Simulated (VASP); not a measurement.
YbCu2Si2, 5 atoms in the cell. Symmetry: I4/mmm, No. 139, tetragonal system. Conventional cell: a = 3.965 Å, b = 3.965 Å, c = 9.832 Å, α = 90.00°, β = 90.00°, γ = 90.00°. Within 4.0 Å of Yb (site symmetry 4/mmm) lie 10 Si at 3.04 to 3.75 Å and 8 Cu at 3.16 Å and 4 Yb at 3.96 Å. Si (site symmetry 4mm) has 1 Si at 2.34 Å and 4 Cu at 2.36 Å and 4 Yb at 3.04 Å within 3.1 Å. Within 3.2 Å of Cu (site symmetry -4m2) lie 4 Si at 2.36 Å and 4 Cu at 2.80 Å and 4 Yb at 3.16 Å. 

* Program: VASP 6.6.1
* Task: single point
* Functional: PBEsol
* Potentials or basis: VASP PAW PBE potentials, release 64 (Yb, Si, Cu)
* Cutoff: 600 eV
* k mesh: 12 × 12 × 12
* Occupations: gaussian, width 0.1 eV
* Spin: no spin polarisation
* Hubbard terms: Yb f U = 6.0 eV
* Dipole correction: no
* Further INCAR settings: ALGO = Normal; EDIFF = 1e-06; NBANDS = 35

Potentials or basis: VASP PAW PBE potentials, release 64 (Yb, Si, Cu).

The run is started by

```sh
$ cat potpaw_PBE.64/Yb/POTCAR potpaw_PBE.64/Si/POTCAR potpaw_PBE.64/Cu/POTCAR > POTCAR
$ mpirun -np 1 vasp_std > vasp.out
```

Hardware: 1 thread of Intel(R) Xeon(R) Platinum 8259CL CPU @ 2.50GHz (Skylake/Cascade Lake) (shared host).

Problem. Estimate the wall time of this run.

Solution. Wall time 58 min on 1 thread of Intel(R) Xeon(R) Platinum 8259CL CPU @ 2.50GHz (Skylake/Cascade Lake) (shared host), peak memory 0.77 GiB. Counts: scf iterations 42, k points 163.
